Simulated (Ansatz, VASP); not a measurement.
Nb: VASP beside Ansatz

The input INCAR:

```
SYSTEM = Nb
PREC = Accurate ; ENCUT = 500
EDIFF = 1E-6 ; ISMEAR = -1
SIGMA = 0.0272 ; LREAL = .False.
LASPH = .True. ; NELM = 120
ALGO = Normal ; ISIF = 2
LWAVE = .False. ; LCHARG = .False.
NBANDS = 12 ; GGA_COMPAT = .False.
```

Contents of KPOINTS:

```
regular mesh
0
Gamma
  12 12 12
  0 0 0
```

The input POSCAR:

```
Nb
1.0
   -1.6639500000      1.6639500000      1.6639500000
    1.6639500000     -1.6639500000      1.6639500000
    1.6639500000      1.6639500000     -1.6639500000
Nb
1
Direct
    0.0000000000      0.0000000000      0.0000000000
```

Input for Ansatz:

```yaml
crystal:
  lattice:
    - [-1.66395, 1.66395, 1.66395]
    - [1.66395, -1.66395, 1.66395]
    - [1.66395, 1.66395, -1.66395]
  atoms:
    - { symbol: Nb, position: [0.0, 0.0, 0.0] }
kpoints:
  mp_grid: { grid: [12, 12, 12] }
scf:
  occupations: { method: fermi_dirac, width: 0.0272 }
hamiltonian:
  xc: lda
  pseudopotentials: { kind: all_electron, lapw: { basis_error: 0.001 } }
output:
  forces: true
  stress: true
  eigenvalues: true
  eigenstates:
    nscf_kmesh: { grid: [20, 20, 20] }
    de_dk: true
    e_range: [-14, 14]
  optics:
    e_range: [0, 30]
    de: 0.2
    sigma: 0.15
    bands: { spectra_wanted_up_to: 30 }
    nscf_kmesh: { grid: [20, 20, 20] }
    drude_damping: 0.136
checkpoint:
  write: ck
  write_wavefunctions: false
```

Alike in both runs: task single point; functional LDA; k mesh 12 × 12 × 12; occupations fermi-dirac, width 0.0272 eV; no spin polarisation.

|  | VASP | Ansatz |
| --- | --- | --- |
| version | VASP 6.6.1 | Ansatz 0.2.0 |
| potentials or method | VASP PAW LDA potentials, release 64 (Nb_sv), cutoff 500 eV | all-electron LAPW, scalar-relativistic |

VASP gave:

```
pressure (GPa) : -12.6
```

Problem. What did Ansatz give for the same quantities?

Solution. Pressure (GPa): -12.4.

LDA's correlation is that of Perdew and Zunger in VASP and of Perdew and Wang (1992) in Ansatz. Ansatz ran all-electron here, and VASP with PAW potentials. Ansatz's warnings: optics on partly filled bands.
